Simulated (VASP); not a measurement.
Set up this calculation in VASP 6.6.1, as the native input.

| Property | Result |
| --- | --- |
| Task | single point |
| Functional | r2SCAN |
| Potentials or basis | VASP PAW PBE potentials, release 64 (Zr_sv, O) |
| Cutoff | 660 eV |
| k mesh | 8 × 8 × 8 |
| Occupations | gaussian, width 0.01 eV |
| Spin | no spin polarisation |
| Dipole correction | no |
| Further INCAR settings | ALGO = Normal; EDIFF = 1e-06; NBANDS = 19 |

ZrO2:

```
Zr O
1.0
     0.00000    2.51901    2.51901
     2.51901    0.00000    2.51901
     2.51901    2.51901    0.00000
Zr O
1 2
Cartesian
  0.0000 0.0000 0.0000
  1.2595 1.2595 1.2595
  3.7785 3.7785 3.7785
```

These files were run (other wordings do the same):

POSCAR

```
ZrO2
1.0
    0.0000000000      2.5190076858      2.5190076858
    2.5190076858      0.0000000000      2.5190076858
    2.5190076858      2.5190076858      0.0000000000
Zr O
1 2
Direct
    0.0000000000      0.0000000000      0.0000000000
    0.2500000000      0.2500000000      0.2500000000
    0.7500000000      0.7500000000      0.7500000000
```

INCAR.step1

```
SYSTEM = ZrO2
PREC = Accurate
ENCUT = 660
ISMEAR = 0
SIGMA = 0.01
LREAL = .FALSE.
LASPH = .TRUE.
NELM = 120
NBANDS = 19
GGA = PE
ALGO = Normal
EDIFF = 1E-5
LWAVE = .TRUE.
LCHARG = .FALSE.
GGA_COMPAT = .FALSE.
```

INCAR.step2

```
SYSTEM = ZrO2
PREC = Accurate
ENCUT = 660
EDIFF = 1E-6
ISMEAR = 0
SIGMA = 0.01
LREAL = .FALSE.
LASPH = .TRUE.
NELM = 120
ALGO = Normal
ISIF = 2
LWAVE = .FALSE.
LCHARG = .FALSE.
METAGGA = R2SCAN
LMIXTAU = .TRUE.
NBANDS = 19
ISTART = 1
GGA_COMPAT = .FALSE.
```

KPOINTS

```
regular mesh
0
G
  8 8 8
  0 0 0
```

Potentials or basis: VASP PAW PBE potentials, release 64 (Zr_sv, O).

Command:

```bash
$ cat potpaw_PBE.64/Zr_sv/POTCAR potpaw_PBE.64/O/POTCAR > POTCAR
$ cp INCAR.step1 INCAR
$ mpirun -np 1 vasp_std > vasp.out
$ cp INCAR.step2 INCAR
$ mpirun -np 1 vasp_std > vasp.out
```

It gave:

- Pressure: 8.4 GPa
- Band gap on the k mesh: 3.97 eV (least direct gap 4.39 eV)

Caveat: the cell stands under pressure; the PAW data sets were made with another functional, which shifts forces and pressure a little.

Wall time 48 s on 1 thread of Intel(R) Xeon(R) 6975P-C (Granite Rapids), on a shared host, peak memory 0.18 GiB.
